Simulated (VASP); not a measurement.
# Ta (Im-3m) in VASP: a series of runs

Ta is run at these levels: LDA; tasks: single point.

All numbers are computed with VASP 6.6.1; they aren't measurements. Logs are shortened: lines on timing, memory, paths and dates and some standing lists are left out, and cuts for length are marked.

### 1 The cell of the first run

Symmetry: Im-3m, No. 229, cubic system. Conventional cell: a = 3.190 Å, b = 3.190 Å, c = 3.190 Å, α = 90.00°, β = 90.00°, γ = 90.00°. Within 3.6 Å of Ta (site symmetry m-3m) lie 14 Ta at 2.76 to 3.19 Å.

### 2 Single point, LDA

File INCAR:

```
SYSTEM = Ta
  PREC = Accurate
  ENCUT = 500
  EDIFF = 1E-6
  ISMEAR = -1
  SIGMA = 0.05
  LREAL = .False.
  LASPH = .True.
  NELM = 120
  ALGO = Normal
  ISIF = 2
  LWAVE = .False.
  LCHARG = .False.
  GGA = CA
  NBANDS = 12
  GGA_COMPAT = .False.
```

File KPOINTS:

```
regular mesh
0
Gamma
  11 11 11
  0 0 0
```

File POSCAR:

```
Ta
1.0
   -1.5952375181      1.5952375181      1.5952375181
    1.5952375181     -1.5952375181      1.5952375181
    1.5952375181      1.5952375181     -1.5952375181
Ta
1
Direct
    0.0000000000      0.0000000000      0.0000000000
```

Potentials or basis: VASP PAW LDA potentials, release 64 (Ta_pv).

Command:

```console
cat potpaw_LDA.64/Ta_pv/POTCAR > POTCAR
mpirun -np 1 vasp_std > vasp.out
```

OUTCAR:

```text
SYSTEM = Ta
   PREC = Accurate
   ENCUT = 500
   EDIFF = 1E-6
   ISMEAR = -1
   LREAL = .False.
   LASPH = .True.
   NELM = 120
   ISIF = 2
   GGA = CA

 ion  position               nearest neighbor table
   1  0.000  0.000  0.000-

  LATTYP: Found a body centered cubic cell.
 ALAT       =     3.1904750362

  Lattice vectors:

 A1 = (  -1.5952375181,   1.5952375181,   1.5952375181)
 A2 = (   1.5952375181,  -1.5952375181,   1.5952375181)
 A3 = (   1.5952375181,   1.5952375181,  -1.5952375181)

Analysis of symmetry for initial positions (statically):
=====================================================================
 Subroutine PRICEL returns:
 Original cell was already a primitive cell.

 Routine SETGRP: Setting up the symmetry group for a
 body centered cubic supercell.

 Subroutine GETGRP returns: Found 48 space group operations
 (whereof 48 operations were pure point group operations)
 out of a pool of 48 trial point group operations.

The static configuration has the point symmetry O_h .

Analysis of symmetry for dynamics (positions and initial velocities):
=====================================================================
 Subroutine PRICEL returns:
 Original cell was already a primitive cell.

 Routine SETGRP: Setting up the symmetry group for a
 body centered cubic supercell.

 Subroutine GETGRP returns: Found 48 space group operations
 (whereof 48 operations were pure point group operations)
 out of a pool of 48 trial point group operations.

The dynamic configuration has the point symmetry O_h .

 Subroutine INISYM returns: Found 48 space group operations
 (whereof 48 operations are pure point group operations),
 and found     1 'primitive' translations

----------------------------------------------------------------------------------------

                                     Primitive cell

  volume of cell :      16.2381

  direct lattice vectors                    reciprocal lattice vectors
    -1.595237518  1.595237518  1.595237518     0.000000000  0.313432949  0.313432949
     1.595237518 -1.595237518  1.595237518     0.313432949  0.000000000  0.313432949
     1.595237518  1.595237518 -1.595237518     0.313432949  0.313432949  0.000000000

  length of vectors
     2.763032431  2.763032431  2.763032431     0.443261128  0.443261128  0.443261128

  position of ions in fractional coordinates (direct lattice)
     0.000000000  0.000000000  0.000000000

  ion indices of the primitive-cell ions
   primitive index   ion index
                 1           1

----------------------------------------------------------------------------------------

 KPOINTS: regular mesh

Automatic generation of k-mesh.
 Grid dimensions read from file:
 generate k-points for:   11   11   11

 Generating k-lattice:

  Cartesian coordinates                     Fractional coordinates (reciprocal lattice)
     0.000000000  0.028493904  0.028493904     0.090909091  0.000000000  0.000000000
     0.028493904  0.000000000  0.028493904     0.000000000  0.090909091  0.000000000
     0.028493904  0.028493904  0.000000000     0.000000000  0.000000000  0.090909091

  Length of vectors
     0.040296466  0.040296466  0.040296466

  Shift w.r.t. Gamma in fractional coordinates (k-lattice)
     0.000000000  0.000000000  0.000000000

 Subroutine IBZKPT returns following result:
 ===========================================

 Found     56 irreducible k-points:

 Following reciprocal coordinates:
            Coordinates               Weight
  0.000000  0.000000  0.000000      1.000000
  0.090909  0.000000  0.000000     12.000000
  0.181818  0.000000  0.000000     12.000000
  0.272727  0.000000  0.000000     12.000000
  0.363636  0.000000  0.000000     12.000000
  0.454545  0.000000  0.000000     12.000000
[... 16 lines left out ...]
  0.272727  0.181818  0.090909     48.000000
  0.363636  0.181818  0.090909     24.000000
 [... further k-points ...]
   k-points           NKPTS =     56   k-points in BZ     NKDIM =     56   number of bands    NBANDS=     12
   number of dos      NEDOS =    301   number of ions     NIONS =      1
   total plane-waves  NPLWV =   8000
   dimension x,y,z NGX =    20 NGY =   20 NGZ =   20
   dimension x,y,z NGXF=    40 NGYF=   40 NGZF=   40
   ions per type =               1
   NGX,Y,Z   is equivalent  to a cutoff of  12.03, 12.03, 12.03 a.u.
   NGXF,Y,Z  is equivalent  to a cutoff of  24.07, 24.07, 24.07 a.u.
 SYSTEM =  Ta
   PREC   = accura    normal or accurate (medium, high low for compatibility)
   ISTART =      0    job   : 0-new  1-cont  2-samecut
   ICHARG =      2    charge: 1-file 2-atom 10-const
   ISPIN  =      1    spin polarized calculation?
   LNONCOLLINEAR =      F non collinear calculations
   LSORBIT =      F    spin-orbit coupling
   LASPH  =      T    aspherical Exc in radial PAW
   ENCUT  =  500.0 eV  36.75 Ry    6.06 a.u.   5.04  5.04  5.04*2*pi/ulx,y,z
   NELM   =    120;   NELMIN=  2; NELMDL= -5     # of ELM steps
   EDIFF  = 0.1E-05   stopping-criterion for ELM
   LREAL  =      F    real-space projection
   EDIFFG = 0.1E-04   stopping-criterion for IOM
   NSW    =      0    number of steps for IOM
   IBRION =     -1    ionic relax: 0-MD 1-quasi-New 2-CG
   NFREE  =      0    steps in history (QN), initial steepest desc. (CG)
   ISIF   =      2    stress and relaxation
   ISYM   =      2    0-nonsym 1-usesym 2-fastsym
   POTIM  = 0.5000    time-step for ionic-motion
   TEBEG  =    0.0;   TEEND  =   0.0 temperature during run
   PSTRESS=    0.0 pullay stress
   NELECT =      11.0000    total number of electrons
   NUPDOWN=      -1.0000    fix difference up-down
   EMIN   =  10.00;   EMAX   =-10.00  energy-range for DOS
   EFERMI =   0.00;   METHOD = LEGACY
   ISMEAR =    -1;   SIGMA  =   0.05  broadening in eV -4-tet -1-fermi 0-gaus
   EFERMI_NEDOS =   21; number of points for ismear=-14 and -15
   IALGO  =     38    algorithm
   IMIX   =      4    mixing-type and parameters
     AMIX     =   0.40;   BMIX     =  1.00
     AMIX_MAG =   1.60;   BMIX_MAG =  1.00
  volume/ion in A,a.u.               =      16.24       109.58
  Fermi-wavevector in a.u.,A,eV,Ry     =   1.437784  2.717018 28.126282  2.067223
  Thomas-Fermi vector in A             =   2.556823
   LORBIT       =      0    0 simple, 1 ext, 2 COOP (PROOUT), +10 PAW based schemes
   GGA     = CA    functional components
   LHFCALC =     F    Hartree Fock is set to
   AEXX    =    0.0000 exact exchange contribution
   IVDW    =     0    specifies the selected vdW correction
   LEPSILON=     F    determine dielectric tensor
   LRPA    =     F    only Hartree local field effects (RPA)
 non-spin polarized calculation
  energy-cutoff  :      500.00
  volume of cell :       16.24
 maximum number of plane-waves:       423
   NGX =  9   NGY =  9   NGZ =  9

 number of electron      10.9999997 magnetization

 Free energy of the ion-electron system (eV)
  ---------------------------------------------------
  ext. energy  EPLUGINS =         0.00000000
  ---------------------------------------------------
  free energy    TOTEN  =       -12.78898931 eV

  energy without entropy =      -12.78081766  energy(sigma->0) =      -12.78490348

 E-fermi :   6.2746     XC(G=0): -13.3324

 val. band max:        6.2279087809   @ k =  -0.3636   0.3636   0.0909
 cond. band min:       6.2950933007   @ k =  -0.1818   0.2727   0.0909
 fundamental gap:      0.0671845199
 Fermi energy:         6.2746478107

 k-point     1 :       0.0000    0.0000    0.0000
  band No.  band energies     occupation
      1     -26.2046      2.00000
      2     -26.2046      2.00000
      3     -26.2046      2.00000
      4      -1.9237      2.00000
      5       6.9421      0.00000
      6       6.9421      0.00000
      7       6.9421      0.00000
      8      10.5864      0.00000
      9      10.5864      0.00000
     10      20.3115      0.00000
     11      21.8532      0.00000
     12      21.8532      0.00000

 k-point     2 :       0.0909    0.0000    0.0000
  band No.  band energies     occupation
      1     -26.3518      2.00000
      2     -26.2485      2.00000
      3     -26.2058      2.00000
      4      -1.5048      2.00000
      5       6.6730      0.00069
      6       6.8550      0.00002
      7       7.3571      0.00000
      8      10.1776      0.00000
      9      10.5869      0.00000
     10      20.3110      0.00000
     11      22.2285      0.00000
     12      22.5703      0.00000

 k-point     3 :       0.1818    0.0000    0.0000
  band No.  band energies     occupation
      1     -26.7318      2.00000
      2     -26.3646      2.00000
      3     -26.2091      2.00000
      4      -0.4004      2.00000
      5       6.0270      1.98597
      6       6.4512      0.05686
      7       8.5665      0.00000
      8       9.7919      0.00000
      9      10.6482      0.00000
     10      20.3102      0.00000
     11      22.8192      0.00000
     12      24.5480      0.00000
[... 286 lines left out ...]
 k-point    23 :       0.2727    0.1818    0.0909
  band No.  band energies     occupation
      1     -27.5784      2.00000
      2     -26.8575      2.00000
      3     -26.4743      2.00000
      4       3.2352      2.00000
      5       4.5257      2.00000
      6       5.8381      1.99968
      7      11.0322      0.00000
      8      11.6777      0.00000
      9      16.6548      0.00000
     10      18.1177      0.00000
     11      20.3259      0.00000
     12      21.4703      0.00000

 k-point    24 :       0.3636    0.1818    0.0909
  band No.  band energies     occupation
      1     -27.5841      2.00000
      2     -26.9671      2.00000
      3     -26.4862      2.00000
      4       3.1883      2.00000
      5       4.4627      2.00000
      6       6.6311      0.00160
      7      11.1477      0.00000
      8      11.8018      0.00000
      9      16.7120      0.00000
     10      17.6987      0.00000
     11      20.3211      0.00000
     12      20.7867      0.00000

 [... further k-points ...]
[... 5 lines left out ...]
  --------------------------------------------------------------------------------------
  -------------------------------------------------------------------------------------
  Total        1.6244558      1.6244558      1.6244558     -0.0000000      0.0000000     -0.0000000
  in kB      160.2811423    160.2811423    160.2811423     -0.0000000      0.0000000     -0.0000000
  external PRESSURE =     160.2811423 kB  Pullay stress =       0.0000000 kB

 VOLUME and BASIS-vectors are now :
 -----------------------------------------------------------------------------
  energy-cutoff  :      500.00
  volume of cell :       16.24
      direct lattice vectors                 reciprocal lattice vectors
    -1.595237518  1.595237518  1.595237518     0.000000000  0.313432949  0.313432949
     1.595237518 -1.595237518  1.595237518     0.313432949  0.000000000  0.313432949
     1.595237518  1.595237518 -1.595237518     0.313432949  0.313432949  0.000000000

 POSITION                                       TOTAL-FORCE (eV/Angst)
 -----------------------------------------------------------------------------------
      0.00000      0.00000      0.00000        -0.000000     -0.000000      0.000000
 -----------------------------------------------------------------------------------
    total drift:                                0.000000      0.000000      0.000000

  FREE ENERGIE OF THE ION-ELECTRON SYSTEM (eV)
  ---------------------------------------------------
  free  energy   TOTEN  =       -12.7889893078 eV

  energy  without entropy=      -12.7808176588  energy(sigma->0) =      -12.78490348
```

It took 7.8 s on 1 thread of Intel Xeon 8259CL, shared host; peak memory 0.12 GiB.

Results:

| Property | Result |
| --- | --- |
| Free energy | -12.7890 eV |
| Pressure | 16.0 GPa |

Levels at points of the mesh, in eV from the Fermi level:
| k point | band 1 | band 2 | band 3 | band 4 | band 5 | band 6 | band 7 | band 8 | band 9 | band 10 |
| --- | --- | --- | --- | --- | --- | --- | --- | --- | --- | --- |
| (0.00, 0.00, 0.00) | -32.48 | -32.48 | -32.48 | -8.20 | 0.67 | 0.67 | 0.67 | 4.31 | 4.31 | 14.04 |

Caveat: spin-orbit coupling is left out, which moves the levels of the heavy elements.

### 3 Single point, LDA

This run uses another cell than the first one, of 16.57 Å³/atom, 1.020 times its volume.

INCAR is that of step 2.

File KPOINTS:

```
Automatic mesh
0
Gamma
  11 11 11
  0 0 0
```

File POSCAR:

```
Ta
1.0
   -1.6060164770      1.6060164770      1.6060164770
    1.6060164770     -1.6060164770      1.6060164770
    1.6060164770      1.6060164770     -1.6060164770
Ta
1
Direct
    0.0000000000      0.0000000000      0.0000000000
```

Potentials or basis: VASP PAW LDA potentials, release 64 (Ta_pv).

Command:

```console
cat potpaw_LDA.64/Ta_pv/POTCAR > POTCAR
mpirun -np 1 vasp_std > vasp.out
```

OUTCAR:

```text
SYSTEM = Ta
   PREC = Accurate
   ENCUT = 500
   EDIFF = 1E-6
   ISMEAR = -1
   LREAL = .False.
   LASPH = .True.
   NELM = 120
   ISIF = 2
   GGA = CA

 ion  position               nearest neighbor table
   1  0.000  0.000  0.000-

  LATTYP: Found a body centered cubic cell.
 ALAT       =     3.2120329540

  Lattice vectors:

 A1 = (  -1.6060164770,   1.6060164770,   1.6060164770)
 A2 = (   1.6060164770,  -1.6060164770,   1.6060164770)
 A3 = (   1.6060164770,   1.6060164770,  -1.6060164770)

Analysis of symmetry for initial positions (statically):
[... 528 lines left out ...]
      5       4.3302      2.00000
      6       6.3981      0.00514
      7      10.8669      0.00000
      8      11.5030      0.00000
      9      16.2563      0.00000
     10      17.2625      0.00000
     11      20.0757      0.00000
     12      20.4083      0.00000

 [... further k-points ...]
[... 5 lines left out ...]
  --------------------------------------------------------------------------------------
  -------------------------------------------------------------------------------------
  Total        1.0767546      1.0767546      1.0767546      0.0000000      0.0000000      0.0000000
  in kB      104.1159637    104.1159637    104.1159637      0.0000000      0.0000000      0.0000000
  external PRESSURE =     104.1159637 kB  Pullay stress =       0.0000000 kB

 VOLUME and BASIS-vectors are now :
 -----------------------------------------------------------------------------
  energy-cutoff  :      500.00
  volume of cell :       16.57
      direct lattice vectors                 reciprocal lattice vectors
    -1.606016477  1.606016477  1.606016477     0.000000000  0.311329309  0.311329309
     1.606016477 -1.606016477  1.606016477     0.311329309  0.000000000  0.311329309
     1.606016477  1.606016477 -1.606016477     0.311329309  0.311329309  0.000000000

 POSITION                                       TOTAL-FORCE (eV/Angst)
 -----------------------------------------------------------------------------------
      0.00000      0.00000      0.00000        -0.000000     -0.000000     -0.000000
 -----------------------------------------------------------------------------------
    total drift:                                0.000000      0.000000      0.000000

  FREE ENERGIE OF THE ION-ELECTRON SYSTEM (eV)
  ---------------------------------------------------
  free  energy   TOTEN  =       -12.8163587600 eV

  energy  without entropy=      -12.8086271809  energy(sigma->0) =      -12.81249297
```

Run time: 15 s. Hardware: 1 thread of Intel Xeon 8259CL, shared host; peak memory 0.12 GiB.

Results:

```yaml
Free_energy: -12.8164 eV
Pressure: 10.4 GPa
```

Caveat: spin-orbit coupling is left out, which moves the levels of the heavy elements.

### 4 Single point, LDA

This run uses another cell than the first one, of 16.90 Å³/atom, 1.041 times its volume.

File INCAR:

```
  ALGO = Normal
  EDIFF = 1E-6
  ENCUT = 500
  GGA_COMPAT = F
  ISIF = 2
  ISMEAR = -1
  LASPH = T
  LCHARG = F
  LREAL = F
  LWAVE = F
  NBANDS = 12
  NELM = 120
  PREC = Accurate
  SIGMA = 0.05
```

File KPOINTS:

```
k-points
0
Gamma
  11 11 11
```

File POSCAR:

```
Ta
1.0
   -1.6166526577      1.6166526577      1.6166526577
    1.6166526577     -1.6166526577      1.6166526577
    1.6166526577      1.6166526577     -1.6166526577
Ta
1
Direct
    0.0000000000      0.0000000000      0.0000000000
```

Potentials or basis: VASP PAW LDA potentials, release 64 (Ta_pv).

Command:

```console
cat potpaw_LDA.64/Ta_pv/POTCAR > POTCAR
mpirun -np 1 vasp_std > vasp.out
```

OUTCAR:

```text
EDIFF = 1E-6
   ENCUT = 500
   ISIF = 2
   ISMEAR = -1
   LASPH = T
   LREAL = F
   NELM = 120
   PREC = Accurate

 ion  position               nearest neighbor table
   1  0.000  0.000  0.000-

  LATTYP: Found a body centered cubic cell.
 ALAT       =     3.2333053154

  Lattice vectors:

 A1 = (  -1.6166526577,   1.6166526577,   1.6166526577)
 A2 = (   1.6166526577,  -1.6166526577,   1.6166526577)
 A3 = (   1.6166526577,   1.6166526577,  -1.6166526577)

Analysis of symmetry for initial positions (statically):
[... 527 lines left out ...]
      4       2.9477      2.00000
      5       4.2025      2.00000
      6       6.1760      0.01473
      7      10.5955      0.00000
      8      11.2142      0.00000
      9      15.8178      0.00000
     10      16.8419      0.00000
     11      19.8377      0.00000
     12      20.0398      0.00000

 [... further k-points ...]
[... 5 lines left out ...]
  --------------------------------------------------------------------------------------
  -------------------------------------------------------------------------------------
  Total        0.5586909      0.5586909      0.5586909     -0.0000000     -0.0000000     -0.0000000
  in kB       52.9629351     52.9629351     52.9629351     -0.0000000     -0.0000000     -0.0000000
  external PRESSURE =      52.9629351 kB  Pullay stress =       0.0000000 kB

 VOLUME and BASIS-vectors are now :
 -----------------------------------------------------------------------------
  energy-cutoff  :      500.00
  volume of cell :       16.90
      direct lattice vectors                 reciprocal lattice vectors
    -1.616652658  1.616652658  1.616652658     0.000000000  0.309281031  0.309281031
     1.616652658 -1.616652658  1.616652658     0.309281031  0.000000000  0.309281031
     1.616652658  1.616652658 -1.616652658     0.309281031  0.309281031  0.000000000

 POSITION                                       TOTAL-FORCE (eV/Angst)
 -----------------------------------------------------------------------------------
      0.00000      0.00000      0.00000         0.000000     -0.000000      0.000000
 -----------------------------------------------------------------------------------
    total drift:                                0.000000     -0.000000      0.000000

  FREE ENERGIE OF THE ION-ELECTRON SYSTEM (eV)
  ---------------------------------------------------
  free  energy   TOTEN  =       -12.8326494642 eV

  energy  without entropy=      -12.8253162664  energy(sigma->0) =      -12.82898287
```

OSZICAR:

```text
N       E                     dE             d eps       ncg     rms          rms(c)
DAV:   1     0.573511597375E+02    0.57351E+02   -0.59578E+03  1356   0.852E+02
DAV:   2    -0.123781838110E+02   -0.69729E+02   -0.67935E+02  1512   0.239E+02
DAV:   3    -0.132818890447E+02   -0.90371E+00   -0.89625E+00  1560   0.260E+01
DAV:   4    -0.132840639608E+02   -0.21749E-02   -0.21748E-02  1492   0.139E+00
DAV:   5    -0.132840700824E+02   -0.61216E-05   -0.61221E-05  1540   0.706E-02    0.151E+01
DAV:   6    -0.129445169231E+02    0.33955E+00   -0.26387E-01  1516   0.528E+00    0.737E+00
DAV:   7    -0.128348415683E+02    0.10968E+00   -0.21254E-01  1528   0.454E+00    0.351E-01
DAV:   8    -0.128326603283E+02    0.21812E-02   -0.32387E-03  1416   0.620E-01    0.602E-02
DAV:   9    -0.128326498761E+02    0.10452E-04   -0.35276E-05  1560   0.625E-02    0.268E-02
DAV:  10    -0.128326494642E+02    0.41191E-06   -0.27119E-06  1392   0.177E-02
   1 F= -.12832649E+02 E0= -.12828983E+02  d E =-.733320E-02
```

Run time: 15 s. Hardware: 1 thread of Intel Xeon 8259CL, shared host; peak memory 0.12 GiB.

Results:

* Free energy: -12.8326 eV
* Pressure: 5.3 GPa

Caveat: spin-orbit coupling is left out, which moves the levels of the heavy elements.

### 5 Summary

```tsv
cell	gap on the mesh (eV)	pressure (GPa)
a = 2.763 Å, angles 109.5°, 1 atom	none	16.0
a = 2.782 Å, angles 109.5°, 1 atom	none	10.4
a = 2.800 Å, angles 109.5°, 1 atom	none	5.3
```

Alike in all rows: task single point; level LDA; potentials or basis VASP PAW LDA potentials, release 64 (Ta_pv); no spin polarisation; k mesh 11 × 11 × 11; cutoff (eV) 500; smearing fermi-dirac 0.05 eV.

Caveats: spin-orbit coupling is left out, which moves the levels of the heavy elements.

Total energies depend on the potentials used, so only differences within one code and one set of settings carry meaning.
